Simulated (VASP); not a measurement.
# Eu (Im-3m) in VASP: a series of runs

The runs below take Eu through single point, with LDA.

Program: VASP 6.6.1. These are calculated values, not measurements. Logs are shortened: lines on timing, memory, paths and dates and some standing lists are left out, and cuts for length are marked.

## 1. The cell of the first run

The structure is cubic, space group Im-3m (No. 229). Conventional cell: a = 4.109 Å, b = 4.109 Å, c = 4.109 Å, α = 90.00°, β = 90.00°, γ = 90.00°. Within 4.7 Å of Eu (site symmetry m-3m) lie 14 Eu at 3.56 to 4.11 Å.

## 2. Single point, LDA, collinear spin, ferromagnetic start

Contents of INCAR:

```
SYSTEM = Eu
  PREC = Accurate
  ENCUT = 520
  EDIFF = 1E-6
  ISMEAR = -1
  SIGMA = 0.03
  LREAL = .False.
  LASPH = .True.
  NELM = 150
  ALGO = Normal
  ISIF = 2
  LWAVE = .False.
  LCHARG = .False.
  ISPIN = 2
  MAGMOM = 6.925
  LORBIT = 11
  LMAXMIX = 6
  GGA = CA
  NBANDS = 18
```

Contents of KPOINTS:

```
Automatic mesh
0
Gamma
  11 11 11
  0 0 0
```

Contents of POSCAR:

```
Eu
1.0
   -2.0544259245      2.0544259245      2.0544259245
    2.0544259245     -2.0544259245      2.0544259245
    2.0544259245      2.0544259245     -2.0544259245
Eu
1
Direct
    0.0000000000      0.0000000000      0.0000000000
```

Potentials or basis: VASP PAW PBE potentials, release 64 (Eu).

Launch:

```sh
> cat potpaw_PBE.64/Eu/POTCAR > POTCAR
> mpirun -np 1 vasp_std > vasp.out
```

OUTCAR:

```text
SYSTEM = Eu
   PREC = Accurate
   ENCUT = 520
   EDIFF = 1E-6
   ISMEAR = -1
   LREAL = .False.
   LASPH = .True.
   NELM = 150
   ISIF = 2
   ISPIN = 2
   LORBIT = 11
   GGA = CA

 ion  position               nearest neighbor table
   1  0.000  0.000  0.000-

  LATTYP: Found a body centered cubic cell.
 ALAT       =     4.1088518490

  Lattice vectors:

 A1 = (  -2.0544259245,   2.0544259245,   2.0544259245)
 A2 = (   2.0544259245,  -2.0544259245,   2.0544259245)
 A3 = (   2.0544259245,   2.0544259245,  -2.0544259245)

Analysis of symmetry for initial positions (statically):
=====================================================================
 Subroutine PRICEL returns:
 Original cell was already a primitive cell.

 Routine SETGRP: Setting up the symmetry group for a
 body centered cubic supercell.

 Subroutine GETGRP returns: Found 48 space group operations
 (whereof 48 operations were pure point group operations)
 out of a pool of 48 trial point group operations.

The static configuration has the point symmetry O_h .

Analysis of symmetry for dynamics (positions and initial velocities):
=====================================================================
 Subroutine PRICEL returns:
 Original cell was already a primitive cell.

 Routine SETGRP: Setting up the symmetry group for a
 body centered cubic supercell.

 Subroutine GETGRP returns: Found 48 space group operations
 (whereof 48 operations were pure point group operations)
 out of a pool of 48 trial point group operations.

The dynamic configuration has the point symmetry O_h .

Analysis of structural, dynamic, and magnetic symmetry:
=====================================================================
 Subroutine PRICEL returns:
 Original cell was already a primitive cell.

 Routine SETGRP: Setting up the symmetry group for a
 body centered cubic supercell.

 Subroutine GETGRP returns: Found 48 space group operations
 (whereof 48 operations were pure point group operations)
 out of a pool of 48 trial point group operations.

The overall configuration has the point symmetry O_h .

 Subroutine INISYM returns: Found 48 space group operations
 (whereof 48 operations are pure point group operations),
 and found     1 'primitive' translations

----------------------------------------------------------------------------------------

                                     Primitive cell

  volume of cell :      34.6842

  direct lattice vectors                    reciprocal lattice vectors
    -2.054425924  2.054425924  2.054425924     0.000000000  0.243376991  0.243376991
     2.054425924 -2.054425924  2.054425924     0.243376991  0.000000000  0.243376991
     2.054425924  2.054425924 -2.054425924     0.243376991  0.243376991  0.000000000

  length of vectors
     3.558370082  3.558370082  3.558370082     0.344187042  0.344187042  0.344187042

  position of ions in fractional coordinates (direct lattice)
     0.000000000  0.000000000  0.000000000

  ion indices of the primitive-cell ions
   primitive index   ion index
                 1           1

----------------------------------------------------------------------------------------

 KPOINTS: Automatic mesh

Automatic generation of k-mesh.
 Grid dimensions read from file:
 generate k-points for:   11   11   11

 Generating k-lattice:

  Cartesian coordinates                     Fractional coordinates (reciprocal lattice)
     0.000000000  0.022125181  0.022125181     0.090909091  0.000000000  0.000000000
     0.022125181  0.000000000  0.022125181     0.000000000  0.090909091  0.000000000
     0.022125181  0.022125181  0.000000000     0.000000000  0.000000000  0.090909091

  Length of vectors
     0.031289731  0.031289731  0.031289731

  Shift w.r.t. Gamma in fractional coordinates (k-lattice)
     0.000000000  0.000000000  0.000000000

 Subroutine IBZKPT returns following result:
 ===========================================

 Found     56 irreducible k-points:

 Following reciprocal coordinates:
            Coordinates               Weight
  0.000000  0.000000  0.000000      1.000000
  0.090909  0.000000  0.000000     12.000000
  0.181818  0.000000  0.000000     12.000000
  0.272727  0.000000  0.000000     12.000000
  0.363636  0.000000  0.000000     12.000000
  0.454545  0.000000  0.000000     12.000000
[... 16 lines left out ...]
  0.272727  0.181818  0.090909     48.000000
  0.363636  0.181818  0.090909     24.000000
 [... further k-points ...]
   k-points           NKPTS =     56   k-points in BZ     NKDIM =     56   number of bands    NBANDS=     18
   number of dos      NEDOS =    301   number of ions     NIONS =      1
   total plane-waves  NPLWV =  21952
   dimension x,y,z NGX =    28 NGY =   28 NGZ =   28
   dimension x,y,z NGXF=    56 NGYF=   56 NGZF=   56
   ions per type =               1
   NGX,Y,Z   is equivalent  to a cutoff of  13.08, 13.08, 13.08 a.u.
   NGXF,Y,Z  is equivalent  to a cutoff of  26.16, 26.16, 26.16 a.u.
 SYSTEM =  Eu
   PREC   = accura    normal or accurate (medium, high low for compatibility)
   ISTART =      0    job   : 0-new  1-cont  2-samecut
   ICHARG =      2    charge: 1-file 2-atom 10-const
   ISPIN  =      2    spin polarized calculation?
   LNONCOLLINEAR =      F non collinear calculations
   LSORBIT =      F    spin-orbit coupling
   LASPH  =      T    aspherical Exc in radial PAW
   ENCUT  =  520.0 eV  38.22 Ry    6.18 a.u.   6.62  6.62  6.62*2*pi/ulx,y,z
   NELM   =    150;   NELMIN=  2; NELMDL= -5     # of ELM steps
   EDIFF  = 0.1E-05   stopping-criterion for ELM
   LREAL  =      F    real-space projection
   EDIFFG = 0.1E-04   stopping-criterion for IOM
   NSW    =      0    number of steps for IOM
   IBRION =     -1    ionic relax: 0-MD 1-quasi-New 2-CG
   NFREE  =      0    steps in history (QN), initial steepest desc. (CG)
   ISIF   =      2    stress and relaxation
   ISYM   =      2    0-nonsym 1-usesym 2-fastsym
   POTIM  = 0.5000    time-step for ionic-motion
   TEBEG  =    0.0;   TEEND  =   0.0 temperature during run
   PSTRESS=    0.0 pullay stress
   NELECT =      17.0000    total number of electrons
   NUPDOWN=      -1.0000    fix difference up-down
   EMIN   =  10.00;   EMAX   =-10.00  energy-range for DOS
   EFERMI =   0.00;   METHOD = LEGACY
   ISMEAR =    -1;   SIGMA  =   0.03  broadening in eV -4-tet -1-fermi 0-gaus
   EFERMI_NEDOS =   21; number of points for ismear=-14 and -15
   IALGO  =     38    algorithm
   IMIX   =      4    mixing-type and parameters
     AMIX     =   0.40;   BMIX     =  1.00
     AMIX_MAG =   1.60;   BMIX_MAG =  1.00
  volume/ion in A,a.u.               =      34.68       234.06
  Fermi-wavevector in a.u.,A,eV,Ry     =   1.290765  2.439193 22.668331  1.666075
  Thomas-Fermi vector in A             =   2.422577
   LORBIT       =     11    0 simple, 1 ext, 2 COOP (PROOUT), +10 PAW based schemes
   GGA     = CA    functional components
   LHFCALC =     F    Hartree Fock is set to
   AEXX    =    0.0000 exact exchange contribution
   IVDW    =     0    specifies the selected vdW correction
   LEPSILON=     F    determine dielectric tensor
   LRPA    =     F    only Hartree local field effects (RPA)
 spin polarized calculation
  energy-cutoff  :      520.00
  volume of cell :       34.68
 maximum number of plane-waves:       959
   NGX = 13   NGY = 13   NGZ = 13

 number of electron      17.0000002 magnetization       7.1050353

 Free energy of the ion-electron system (eV)
  ---------------------------------------------------
  ext. energy  EPLUGINS =         0.00000000
  ---------------------------------------------------
  free energy    TOTEN  =       -11.40782909 eV

  energy without entropy =      -11.40349431  energy(sigma->0) =      -11.40566170

 E-fermi :   2.5048     XC(G=0):  -9.9438

 val. band max:        2.4944673339   @ k =  -0.3636   0.3636   0.3636
 cond. band min:       2.5163712788   @ k =  -0.4545   0.4545   0.2727
 fundamental gap:      0.0219039449
 Fermi energy:         2.5047942561

 spin component 1

 k-point     1 :       0.0000    0.0000    0.0000
  band No.  band energies     occupation
      1     -38.6647      1.00000
      2     -17.1583      1.00000
      3     -17.1583      1.00000
      4     -17.1583      1.00000
      5      -1.9195      1.00000
      6       1.9843      1.00000
[... 10 lines left out ...]
     17       6.6522      0.00000
     18      13.1682      0.00000

 k-point     2 :       0.0909    0.0000    0.0000
  band No.  band energies     occupation
      1     -38.6582      1.00000
      2     -17.2299      1.00000
      3     -17.1798      1.00000
      4     -17.1588      1.00000
      5      -1.6804      1.00000
      6       1.9791      1.00000
[... 10 lines left out ...]
     17       6.6656      0.00000
     18      13.3955      0.00000

 k-point     3 :       0.1818    0.0000    0.0000
  band No.  band energies     occupation
      1     -38.6405      1.00000
      2     -17.4165      1.00000
      3     -17.2372      1.00000
      4     -17.1602      1.00000
      5      -1.0292      1.00000
      6       1.9683      1.00000
[... 10 lines left out ...]
     17       6.7316      0.00000
     18      13.7320      0.00000

 k-point     4 :       0.2727    0.0000    0.0000
  band No.  band energies     occupation
      1     -38.6171      1.00000
      2     -17.6496      1.00000
      3     -17.3110      1.00000
      4     -17.1622      1.00000
      5      -0.1879      1.00000
      6       1.9786      1.00000
[... 375 lines left out ...]
      4     -17.2692      1.00000
      5       1.0222      1.00000
      6       1.9930      1.00000
[... 10 lines left out ...]
     17       8.8406      0.00000
     18      12.1729      0.00000

 k-point    23 :       0.2727    0.1818    0.0909
  band No.  band energies     occupation
      1     -38.5817      1.00000
      2     -17.8395      1.00000
      3     -17.4795      1.00000
      4     -17.2898      1.00000
      5       1.5187      1.00000
      6       2.0178      1.00000
[... 10 lines left out ...]
     17       9.9199      0.00000
     18      10.6070      0.00000

 k-point    24 :       0.3636    0.1818    0.0909
  band No.  band energies     occupation
      1     -38.5770      1.00000
      2     -17.8419      1.00000
      3     -17.5343      1.00000
      4     -17.2955      1.00000
      5       1.6010      1.00000
      6       2.0216      1.00000
[... 10 lines left out ...]
     17       9.5821      0.00000
     18      10.7792      0.00000

 [... further k-points ...]

 spin component 2

 k-point     1 :       0.0000    0.0000    0.0000
  band No.  band energies     occupation
      1     -35.8763      1.00000
      2     -14.9859      1.00000
      3     -14.9859      1.00000
      4     -14.9859      1.00000
      5      -1.2580      1.00000
      6       5.4377      0.00000
[... 10 lines left out ...]
     17       7.6575      0.00000
     18      14.1157      0.00000

 k-point     2 :       0.0909    0.0000    0.0000
  band No.  band energies     occupation
      1     -35.8681      1.00000
      2     -15.0745      1.00000
      3     -15.0117      1.00000
      4     -14.9868      1.00000
      5      -1.0051      1.00000
      6       5.1651      0.00000
[... 10 lines left out ...]
     17       7.7368      0.00000
     18      14.3349      0.00000

 k-point     3 :       0.1818    0.0000    0.0000
  band No.  band energies     occupation
      1     -35.8461      1.00000
      2     -15.3032      1.00000
      3     -15.0800      1.00000
      4     -14.9892      1.00000
      5      -0.3231      1.00000
      6       4.6570      0.00000
[... 10 lines left out ...]
     17       7.9176      0.00000
     18      14.7067      0.00000

 k-point     4 :       0.2727    0.0000    0.0000
  band No.  band energies     occupation
      1     -35.8172      1.00000
      2     -15.5854      1.00000
      3     -15.1675      1.00000
      4     -14.9924      1.00000
      5       0.5399      1.00000
      6       4.1954      0.00000
[... 375 lines left out ...]
      4     -15.1225      1.00000
      5       1.8242      1.00000
      6       3.5685      0.00000
[... 10 lines left out ...]
     17      10.0971      0.00000
     18      13.3380      0.00000

 k-point    23 :       0.2727    0.1818    0.0909
  band No.  band energies     occupation
      1     -35.7729      1.00000
      2     -15.8117      1.00000
      3     -15.3762      1.00000
      4     -15.1482      1.00000
      5       2.3690      0.98930
      6       3.4928      0.00000
[... 10 lines left out ...]
     17      11.0990      0.00000
     18      11.9015      0.00000

 k-point    24 :       0.3636    0.1818    0.0909
  band No.  band energies     occupation
      1     -35.7671      1.00000
      2     -15.8151      1.00000
      3     -15.4416      1.00000
      4     -15.1555      1.00000
      5       2.4426      0.88819
      6       3.4772      0.00000
[... 10 lines left out ...]
     17      10.7958      0.00000
     18      12.0686      0.00000

 [... further k-points ...]
[... 5 lines left out ...]
  --------------------------------------------------------------------------------------
  -------------------------------------------------------------------------------------
  Total       -0.0727488     -0.0727488     -0.0727488     -0.0000000      0.0000000      0.0000000
  in kB       -3.3605097     -3.3605097     -3.3605097     -0.0000000      0.0000000      0.0000000
  external PRESSURE =      -3.3605097 kB  Pullay stress =       0.0000000 kB

 VOLUME and BASIS-vectors are now :
 -----------------------------------------------------------------------------
  energy-cutoff  :      520.00
  volume of cell :       34.68
      direct lattice vectors                 reciprocal lattice vectors
    -2.054425924  2.054425924  2.054425924     0.000000000  0.243376991  0.243376991
     2.054425924 -2.054425924  2.054425924     0.243376991  0.000000000  0.243376991
     2.054425924  2.054425924 -2.054425924     0.243376991  0.243376991  0.000000000

 POSITION                                       TOTAL-FORCE (eV/Angst)
 -----------------------------------------------------------------------------------
      0.00000      0.00000      0.00000         0.000000     -0.000000     -0.000000
 -----------------------------------------------------------------------------------
    total drift:                               -0.000000     -0.000000     -0.000000

  FREE ENERGIE OF THE ION-ELECTRON SYSTEM (eV)
  ---------------------------------------------------
  free  energy   TOTEN  =       -11.4078290853 eV

  energy  without entropy=      -11.4034943094  energy(sigma->0) =      -11.40566170

 total charge

# of ion       s       p       d       f       tot
--------------------------------------------------
    1        2.094   5.640   0.400   6.584  14.718

 magnetization (x)

# of ion       s       p       d       f       tot
--------------------------------------------------
    1        0.002  -0.070   0.123   6.577   6.632
```

Run time: 44 s. Hardware: 1 thread of Intel Xeon 6975P-C (Granite Rapids), shared host; peak memory 0.2 GiB.

Results:

| Property | Result |
| --- | --- |
| Free energy | -11.4078 eV |
| Pressure | -0.3 GPa |
| Net moment | 7.11 μB per cell |
| Site moments | Eu +6.63 μB |
| Valence electrons inside the program's atomic spheres | Eu 14.72 |

Caveat: the PAW data sets were made with another functional, which shifts forces and pressure a little; spin-orbit coupling is left out, which moves the levels of the heavy elements. The state reached can hang on the start; a lower one may exist.

## 3. Single point, LDA, collinear spin, ferromagnetic start

Contents of INCAR:

```
SYSTEM = Eu
  ALGO = Normal
  EDIFF = 1E-7
  ENCUT = 520
  GGA = CA
  ISIF = 2
  ISMEAR = -1
  ISPIN = 2
  LASPH = .TRUE.
  LCHARG = .FALSE.
  LMAXMIX = 6
  LORBIT = 11
  LREAL = .FALSE.
  LWAVE = .FALSE.
  MAGMOM = 6.925
  NBANDS = 18
  NELM = 150
  PREC = Accurate
  SIGMA = 0.1
```

Contents of KPOINTS:

```
k-points
0
G
  11 11 11
  0 0 0
```

POSCAR is that of step 2.

Potentials or basis: VASP PAW PBE potentials, release 64 (Eu).

Launch:

```sh
> cat potpaw_PBE.64/Eu/POTCAR > POTCAR
> mpirun -np 1 vasp_std > vasp.out
```

Run time: 50 s. Hardware: 1 thread of Intel Xeon 6975P-C (Granite Rapids), shared host; peak memory 0.19 GiB.

Results (log left out):

| Quantity | Value |
| --- | --- |
| Free energy | -11.4349 eV |
| Pressure | -0.3 GPa |
| Net moment | 7.11 μB per cell |
| Site moments | Eu +6.63 μB |
| Valence electrons inside the program's atomic spheres | Eu 14.71 |

Levels at points of the mesh, in eV from the Fermi level:
Spin up:
| k point | band 8 | band 9 | band 10 | band 11 | band 12 | band 13 | band 14 | band 15 | band 16 | band 17 |
| --- | --- | --- | --- | --- | --- | --- | --- | --- | --- | --- |
| (0.00, 0.00, 0.00) | -0.66 | -0.40 | -0.40 | -0.40 | -0.34 | 1.90 | 1.90 | 1.90 | 4.06 | 4.06 |
Spin down:
```tsv
k point	band 2	band 3	band 4	band 5	band 6	band 7	band 8	band 9
(0.00, 0.00, 0.00)	-17.59	-17.59	-17.59	-3.83	2.86	2.86	2.86	3.42
```

Caveat: the PAW data sets were made with another functional, which shifts forces and pressure a little; spin-orbit coupling is left out, which moves the levels of the heavy elements.

## 4. Single point, LDA, collinear spin, ferromagnetic start

Contents of INCAR:

```
SYSTEM = Eu
PREC     = Accurate       ! precision mode
ENCUT    = 520            ! plane-wave cutoff, eV
EDIFF    = 1E-7           ! SCF threshold, eV
ISMEAR   = -1             ! smearing method
SIGMA    = 0.2            ! smearing width, eV
LREAL    = .FALSE.        ! projectors in reciprocal space
LASPH    = .TRUE.         ! aspherical terms in the spheres
NELM     = 150            ! most SCF steps
ALGO     = Normal         ! electronic algorithm
ISIF     = 2              ! what is computed and relaxed
LWAVE    = .FALSE.        ! write WAVECAR
LCHARG   = .FALSE.        ! write CHGCAR
ISPIN    = 2              ! spin polarisation
MAGMOM   = 6.925          ! initial moments
LORBIT   = 11             ! projections on sites
LMAXMIX  = 6              ! l up to which the mixer works
GGA      = CA             ! functional
NBANDS   = 18             ! bands
```

Contents of KPOINTS:

```
Automatic mesh
0
G
  11 11 11
  0 0 0
```

POSCAR is that of step 3.

Launch:

```sh
> cat potpaw_PBE.64/Eu/POTCAR > POTCAR
> mpirun -np 1 vasp_std > vasp.out
```

It took 49 s on 1 thread of Intel Xeon 6975P-C (Granite Rapids), shared host; peak memory 0.19 GiB.

Results (log left out):

- Free energy: -11.5541 eV
- Pressure: -0.1 GPa
- Net moment: 7.14 μB per cell
- Site moments: Eu +6.62 μB
- Valence electrons inside the program's atomic spheres: Eu 14.69

Levels at points of the mesh, in eV from the Fermi level:
Spin up:
```csv
k point,band 10,band 11,band 12,band 13,band 14,band 15
"(0.00, 0.00, 0.00)",-0.64,-0.64,-0.58,1.83,1.83,1.83
```
Spin down:
```
           k point  band 1  band 2  band 3  band 4  band 5  band 6  band 7  band 8  band 9  band 10
(0.00, 0.00, 0.00)  -38.63  -17.71  -17.71  -17.71   -3.84    2.82    2.82    2.82    3.21     3.21
```

Caveat: the PAW data sets were made with another functional, which shifts forces and pressure a little; spin-orbit coupling is left out, which moves the levels of the heavy elements. The state reached can hang on the start; a lower one may exist.

## 5. Overview

| smearing | gap on the mesh (eV) | pressure (GPa) | moment (μB) |
| --- | --- | --- | --- |
| fermi-dirac 0.03 eV | none | -0.3 | 7.11 |
| fermi-dirac 0.1 eV | none | -0.3 | 7.11 |
| fermi-dirac 0.2 eV | none | -0.1 | 7.14 |

Alike in all rows: task single point; level LDA; potentials or basis VASP PAW PBE potentials, release 64 (Eu); spin collinear, ferromagnetic start; cell as given; k mesh 11 × 11 × 11; cutoff (eV) 520.

Every run on the cell as given and a fine mesh finds a metal.

Caveats: the PAW data sets were made with another functional, which shifts forces and pressure a little; spin-orbit coupling is left out, which moves the levels of the heavy elements.

Absolute energies hang on the potentials; compare differences alone.
